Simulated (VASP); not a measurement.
Crystal: ZnSe.

```
Zn Se
1.0
     4.10770    0.00000    0.00000
     0.00000    4.10770    0.00000
     0.00000    0.00000    6.07035
Zn Se
2 2
Direct
  0.00000 0.00000 0.00000
  0.50000 0.50000 0.00000
  0.00000 0.50000 0.24628
  0.50000 0.00000 0.75372
```

Base run:

* Program: VASP 6.6.1
* Functional: PBEsol
* Potentials or basis: VASP PAW PBE potentials, release 64 (Zn, Se)
* Cutoff: 520 eV
* k mesh: 4 × 4 × 4
* Occupations: gaussian, width 0.01 eV
* Spin: no spin polarisation

Its results: band gap on the k mesh 1.85 eV, direct; pressure -2.5 GPa; largest force 0.359 eV/Å.

Problem. The run is repeated on the same cell with these changes: functional from PBEsol to BLYP. What comes out?

Solution. Band gap on the k mesh 1.82 eV, direct; pressure 3.1 GPa; largest force 0.260 eV/Å.

BLYP binds less tightly than PBEsol, so the same cell stands under more pressure.

Caveats: the PAW data sets were made with another functional, which shifts forces and pressure a little.

A k mesh can miss the band edges.
